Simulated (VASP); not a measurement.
The system is BP.

```
B P
1.0
     0.00000    2.36512    2.27415
     2.27415    0.00000    2.27415
     2.27415    2.36512    0.00000
B P
1 1
Direct
  0.00000 0.00000 0.00000
  0.75000 0.75000 0.75000
```

Base run:

```yaml
Program: VASP 6.6.1
Functional: PBE
Dispersion: D3(BJ)
Potentials_or_basis: VASP PAW PBE potentials, release 64 (B, P)
Cutoff: 500 eV
k_mesh: 10 × 10 × 10
Occupations: gaussian, width 0.05 eV
Spin: no spin polarisation
```

Its results: band gap on the k mesh 1.01 eV, indirect (least direct gap 3.14 eV); pressure -10.1 GPa.

Q: The run is repeated on the same cell with these changes: dispersion from D3(BJ) to none; cutoff from 500 eV to 520 eV. What comes out?

A: Band gap on the k mesh 1.01 eV, indirect (least direct gap 3.14 eV); pressure -6.1 GPa.

Caveats: three body term missing (some runs).

A k mesh can miss the band edges.
